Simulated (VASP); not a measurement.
# Al: single point with PBEsol+D3(BJ)

The system is Al.

```xyz
4
Lattice="2.7805 0.0000 0.0000 -1.3903 2.4080 0.0000 0.0000 0.0000 8.7670" Properties=species:S:1:pos:R:3 pbc="T T T"
Al    0.0000    0.0000    0.0000
Al    0.0000    1.6053    2.1918
Al    0.0000    0.0000    4.3835
Al    1.3903    0.8027    6.5753
```

This cell differs from its parent crystal: volume 14.675 Å^3 an atom, c/a of the conventional cell 3.1530.

* Program: VASP 6.6.1
* Task: single point
* Functional: PBEsol
* Dispersion: D3(BJ)
* Potentials or basis: VASP PAW PBE potentials, release 64 (Al)
* Cutoff: 520 eV
* k mesh: 18 × 18 × 6
* Occupations: gaussian, width 0.15 eV
* Spin: no spin polarisation

* Pressure: 6.6 GPa
* Band gap on the k mesh: zero (band 6 reaches 13.84 eV, above the bottom of band 7 at 7.47 eV)
* Dispersion energy per atom: -0.358 eV

Stress tensor (GPa, compression positive):
```
4.95 0.00 0.00
0.00 4.95 0.00
0.00 0.00 9.99
```

Levels at points of the mesh, in eV from the Fermi level:
| k point | band 3 | band 4 | band 5 | band 6 | band 7 | band 8 | band 9 | band 10 |
| --- | --- | --- | --- | --- | --- | --- | --- | --- |
| (0.00, 0.00, 0.00) | -10.04 | -4.83 | -4.07 | 4.39 | 4.41 | 11.01 | 11.01 | 11.12 |
| (0.50, 0.00, 0.00) | -4.30 | -4.26 | -3.52 | -3.47 | 0.85 | 1.25 | 1.89 | 2.16 |
| (0.00, 0.00, 0.50) | -7.70 | -7.70 | -0.38 | -0.38 | 9.74 | 9.74 | 11.36 | 11.36 |
| (0.50, 0.00, 0.50) | -5.25 | -5.25 | -1.94 | -1.94 | -1.22 | -1.22 | 5.05 | 5.05 |

It took 72 s on 1 thread of Intel(R) Xeon(R) Platinum 8488C (Sapphire Rapids), on a shared host, peak memory 0.25 GiB.

Caveat: the PAW data sets were made with another functional, which shifts forces and pressure a little; pairwise dispersion overbinds metals, which lowers pressure and volume.
